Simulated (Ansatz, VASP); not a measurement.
**One calculation of ZnSe, two programs**

INCAR

```
  ALGO = Normal
  EDIFF = 1E-6
  ENCUT = 520
  GGA = PS
  ISIF = 2
  ISMEAR = 0
  LASPH = T
  LCHARG = F
  LREAL = F
  LWAVE = F
  NBANDS = 16
  NELM = 80
  PREC = Accurate
  SIGMA = 0.01
```

KPOINTS

```
k-points
0
Gamma
  8 8 8
```

File POSCAR:

```
ZnSe
1.0
    0.0000000000      2.8338000000      2.8338000000
    2.8338000000      0.0000000000      2.8338000000
    2.8338000000      2.8338000000      0.0000000000
Zn Se
1 1
Direct
    0.0000000000      0.0000000000      0.0000000000
    0.7500000000      0.7500000000      0.7500000000
```

Input for Ansatz:

```yaml
crystal:
  lattice:
    - [0.0, 2.8338, 2.8338]
    - [2.8338, 0.0, 2.8338]
    - [2.8338, 2.8338, 0.0]
  atoms:
    - { symbol: Zn, position: [0.0, 0.0, 0.0] }
    - { symbol: Se, position: [0.75, 0.75, 0.75] }
kpoints:
  mp_grid: { grid: [8, 8, 8] }
scf:
  occupations: { method: fixed }
hamiltonian:
  xc: pbesol
  pseudopotentials: { kind: all_electron, lapw: { basis_error: 0.001 } }
output:
  forces: true
  stress: true
  eigenvalues: true
  eigenstates:
    nscf_kmesh: { grid: [16, 16, 16] }
    de_dk: true
    e_range: [-9, 11.15865]
  optics:
    e_range: [0, 30]
    de: 0.2
    sigma: 0.15
    bands: { spectra_wanted_up_to: 30 }
    nscf_kmesh: { grid: [16, 16, 16] }
checkpoint:
  write: ck
  write_wavefunctions: false
```

Alike in both runs: task single point; functional PBEsol; k mesh 8 × 8 × 8; no spin polarisation.

|  | VASP | Ansatz |
| --- | --- | --- |
| version | VASP 6.6.1 | Ansatz 0.2.0 |
| potentials or method | VASP PAW PBE potentials, release 64 (Zn, Se), cutoff 520 eV | all-electron LAPW, scalar-relativistic |
| occupations | gaussian, width 0.01 eV | fixed |

|  | VASP | Ansatz | Ansatz less VASP |
| --- | --- | --- | --- |
| gap on the k mesh at the Fermi level (eV) | 1.17 | 1.17 | -0.001 |
| pressure (GPa) | -0.9 | -1.1 | -0.23 |

VASP's potentials were made for PBE, not for PBEsol. Ansatz ran all-electron here, and VASP with PAW potentials.
